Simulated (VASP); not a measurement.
A run of VASP 6.6.1:

Contents of INCAR:

```
SYSTEM = BaS
ALGO = Normal
EDIFF = 1E-8
ENCUT = 400
GGA_COMPAT = .False.
ISIF = 2
ISMEAR = -1
LASPH = .True.
LCHARG = .False.
LEFG = .True.
LREAL = .False.
LWAVE = .False.
NBANDS = 15
NELM = 120
PREC = Accurate
SIGMA = 0.01
```

File KPOINTS:

```
k-points
0
Gamma
  7 7 7
  0 0 0
```

File POSCAR:

```
BaS
1.0
    0.0000000000      3.2256875000      3.1937500000
    3.2256875000      0.0000000000      3.1937500000
    3.2256875000      3.2256875000      0.0000000000
Ba S
1 1
Direct
    0.0000000000      0.0000000000      0.0000000000
    0.5000000000      0.5000000000      0.5000000000
```

Potentials or basis: VASP PAW LDA potentials, release 64 (Ba_sv, S).

Launch:

```sh
$ cat potpaw_LDA.64/Ba_sv/POTCAR potpaw_LDA.64/S/POTCAR > POTCAR
$ mpirun -np 1 vasp_std > vasp.out
```

Hardware: 1 thread of Intel Xeon 8259CL (shared host).

Problem. Estimate the wall time of this run.

Solution. Wall time 35 s on 1 thread of Intel Xeon 8259CL (shared host), peak memory 0.16 GiB. Counts: scf iterations 14, k points 40.
